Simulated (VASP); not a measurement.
A run of VASP 6.6.1 is set up as follows.

The input INCAR:

```
SYSTEM = RuCl
  PREC = Accurate
  ENCUT = 520
  EDIFF = 1E-6
  ISMEAR = 0
  SIGMA = 0.1
  LREAL = .False.
  LASPH = .True.
  NELM = 60
  ALGO = Normal
  ISIF = 2
  LWAVE = .False.
  LCHARG = .True.
  GGA = PE
  LELF = .True.
  LVHAR = .True.
  NBANDS = 18
```

KPOINTS

```
regular mesh
0
Gamma
  18 18 18
  0 0 0
```

POSCAR

```
RuCl
1.0
    3.0812488332      0.0000000000      0.0000000000
    0.0000000000      3.0812488332      0.0000000000
    0.0000000000      0.0000000000      3.0812488332
Ru Cl
1 1
Direct
    0.5000000000      0.5000000000      0.5000000000
    0.0000000000      0.0000000000      0.0000000000
```

Potentials or basis: VASP PAW PBE potentials, release 64 (Ru_pv, Cl).

Launch:

```bash
$ cat potpaw_PBE.64/Ru_pv/POTCAR potpaw_PBE.64/Cl/POTCAR > POTCAR
$ mpirun -np 1 vasp_std > vasp.out
```

Predict the pressure.

0.2 GPa.

Caveat: an odd number of electrons without spin polarisation forces a metal; a magnetic or distorted state may lie lower.
